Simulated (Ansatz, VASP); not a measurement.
## Ag: VASP beside Ansatz

File INCAR:

```
SYSTEM = Ag
ALGO     = Fast           ! electronic algorithm
EDIFF    = 1E-7           ! SCF threshold, eV
ENCUT    = 520            ! plane-wave cutoff, eV
GGA      = PS             ! functional
ISIF     = 2              ! what is computed and relaxed
ISMEAR   = 0              ! smearing method
LASPH    = .True.         ! aspherical terms in the spheres
LCHARG   = .False.        ! write CHGCAR
LREAL    = .False.        ! projectors in reciprocal space
LWAVE    = .False.        ! write WAVECAR
NBANDS   = 12             ! bands
NELM     = 80             ! most SCF steps
PREC     = Accurate       ! precision mode
SIGMA    = 0.15           ! smearing width, eV
```

File KPOINTS:

```
k-points
0
Gamma
  20 20 20
  0 0 0
```

The input POSCAR:

```
Ag
1.0
    0.0000000000      2.2729487500      2.0431000000
    2.2729487500      0.0000000000      2.0431000000
    2.2729487500      2.2729487500      0.0000000000
Ag
1
Direct
    0.0000000000      0.0000000000      0.0000000000
```

Input for Ansatz:

```yaml
crystal:
  lattice:
    - [0.0, 2.27294875, 2.0431]
    - [2.27294875, 0.0, 2.0431]
    - [2.27294875, 2.27294875, 0.0]
  atoms:
    - { symbol: Ag, position: [0.0, 0.0, 0.0] }
basis:
  ecutwfc: 420
kpoints:
  mp_grid: { grid: [20, 20, 20] }
hamiltonian:
  xc: pbesol
scf:
  occupations: { method: gaussian, width: 0.15 }
output:
  forces: true
  stress: true
  eigenvalues: true
```

Change from the starting cell: strain +0.1125 x Voigt [1, 1, 0, 0, 0, 0], atoms carried along.

Alike in both runs: task single point; functional PBEsol; k mesh 20 × 20 × 20; occupations gaussian, width 0.15 eV; no spin polarisation.

|  | VASP | Ansatz |
| --- | --- | --- |
| version | VASP 6.6.1 | Ansatz 0.2.0 |
| potentials or method | VASP PAW PBE potentials, release 64 (Ag), cutoff 520 eV | scalar-relativistic, plane waves, PAW |
| valence electrons in the cell | 11 | 19 |

```tsv
	VASP	Ansatz	Ansatz less VASP
gap on the k mesh at the Fermi level (eV)	none	none	-
pressure (GPa)	-14.0	-14.0	-0.02
traceless stress, the component that is largest in VASP (GPa)	0.67	0.67	+0.008
```

VASP's potentials were made for PBE, not for PBEsol. A gap of «none» marks a metal or a gap that the smearing closes. VASP's potentials hold 11 valence electrons a cell and Ansatz's 19, so a difference there can come from the potentials and not from the codes.
